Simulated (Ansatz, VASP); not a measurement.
Two plane-wave programs on Pt

```
Pt
1.0
     0.00000    2.05698    2.00801
     2.05698    0.00000    2.00801
     2.05698    2.05698    0.00000
Pt
1
Cartesian
  0.0000 0.0000 0.0000
```

Change from the starting cell: strain +0.050 along x and y, +0.025 along z, atoms carried along.

Alike in both runs: task single point; functional PBEsol; k mesh 26 × 26 × 26; occupations gaussian, width 0.15 eV; no spin polarisation.

|  | VASP | Ansatz |
| --- | --- | --- |
| version | VASP 6.6.1 | Ansatz 0.2.0 |
| potentials or method | VASP PAW PBE potentials, release 64 (Pt), cutoff 520 eV | scalar-relativistic, plane waves, PAW |
| valence electrons in the cell | 10 | 18 |

|  | VASP | Ansatz | Ansatz less VASP |
| --- | --- | --- | --- |
| gap on the k mesh at the Fermi level (eV) | none | none | - |
| pressure (GPa) | -25.4 | -25.1 | +0.31 |
| traceless stress, the component that is largest in VASP (GPa) | 0.90 | 0.91 | +0.005 |

VASP's potentials were made for PBE, not for PBEsol. A gap of «none» marks a metal or a gap that the smearing closes. With one functional, cell and mesh, what is left measures potentials, basis and numerics. VASP's potentials hold 10 valence electrons a cell and Ansatz's 18, so a difference there can come from the potentials and not from the codes.

Neither program's run includes spin-orbit coupling.
